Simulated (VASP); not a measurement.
Write the native input for VASP 6.6.1 that does the following.

```
Task                   : single point
Functional             : PBEsol
Potentials or basis    : VASP PAW PBE potentials, release 64 (V_sv)
Cutoff                 : 520 eV
k mesh                 : 14 × 14 × 14
Occupations            : fermi-dirac, width 0.1 eV
Spin                   : collinear spin, ferromagnetic start
Starting moments       : [2.0] μB
Dipole correction      : no
Further INCAR settings : ALGO = Normal; EDIFF = 1e-06; NBANDS = 16
```

The structure of V lies in POSCAR:

```
V
1.0
   -1.5143500000      1.5143500000      1.5143500000
    1.5143500000     -1.5143500000      1.5143500000
    1.5143500000      1.5143500000     -1.5143500000
V
1
Direct
    0.0000000000      0.0000000000      0.0000000000
```

The input as run:

INCAR

```
SYSTEM = V
  PREC = Accurate
  ENCUT = 520
  EDIFF = 1E-6
  ISMEAR = -1
  SIGMA = 0.1
  LREAL = .FALSE.
  LASPH = .TRUE.
  NELM = 150
  ALGO = Normal
  ISIF = 2
  LWAVE = .FALSE.
  LCHARG = .FALSE.
  ISPIN = 2
  MAGMOM = 2
  LORBIT = 11
  LMAXMIX = 4
  GGA = PS
  NBANDS = 16
```

KPOINTS

```
Automatic mesh
0
G
  14 14 14
  0 0 0
```

Potentials or basis: VASP PAW PBE potentials, release 64 (V_sv).

Launch:

```bash
$ cat potpaw_PBE.64/V_sv/POTCAR > POTCAR
$ mpirun -np 1 vasp_std > vasp.out
```

Results of the run:

- Pressure: -11.7 GPa
- Net moment: 0.00 μB per cell
- Valence electrons inside the program's atomic spheres: V 11.61

Caveat: the cell stands under tension; the PAW data sets were made with another functional, which shifts forces and pressure a little.

Run time: 18 s on 1 thread of Intel(R) Xeon(R) 6975P-C (Granite Rapids), on a shared host, peak memory 0.15 GiB.
